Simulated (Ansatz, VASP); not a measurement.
MgCd5Se6: VASP beside Ansatz

```
Mg Cd Se
1.0
     4.03200    0.00000    0.00000
    -2.01600    3.49181    0.00000
     0.00000    0.00000   19.77708
Mg Cd Se
1 5 6
Direct
  0.00000 0.00000 0.50000
  0.33333 0.66667 0.16871
  0.66667 0.33333 0.33717
  0.33333 0.66667 0.66283
  0.66667 0.33333 0.83129
  0.00000 0.00000 0.00000
  0.33333 0.66667 0.42214
  0.66667 0.33333 0.57786
  0.00000 0.00000 0.74702
  0.33333 0.66667 0.91569
  0.66667 0.33333 0.08431
  0.00000 0.00000 0.25298
```

Alike in both runs: functional PBE; k mesh 6 × 6 × 1; occupations gaussian, width 0.1 eV; no spin polarisation.

Ansatz relaxed the structure, and its values are those at the end. VASP's run is a single point on that final structure, the one shown.

|  | VASP | Ansatz |
| --- | --- | --- |
| version | VASP 6.6.1 | Ansatz 0.2.0 |
| potentials or method | VASP PAW PBE potentials, release 64 (Mg, Cd, Se), cutoff 520 eV | scalar-relativistic, plane waves, PAW |
| valence electrons in the cell | 98 | 206 |

|  | VASP | Ansatz | Ansatz less VASP |
| --- | --- | --- | --- |
| gap on the k mesh at the Fermi level (eV) | none | none | - |
| pressure (GPa) | 0.2 | -0.1 | -0.27 |
| rms of the force components (eV/Å) | 0.009 | 0.001 | -0.0081 |

A gap of «none» marks a metal or a gap that the smearing closes. The functional is the same, so the differences come from potentials, cutoffs and numerics. VASP's potentials hold 98 valence electrons a cell and Ansatz's 206, so a difference there can come from the potentials and not from the codes.
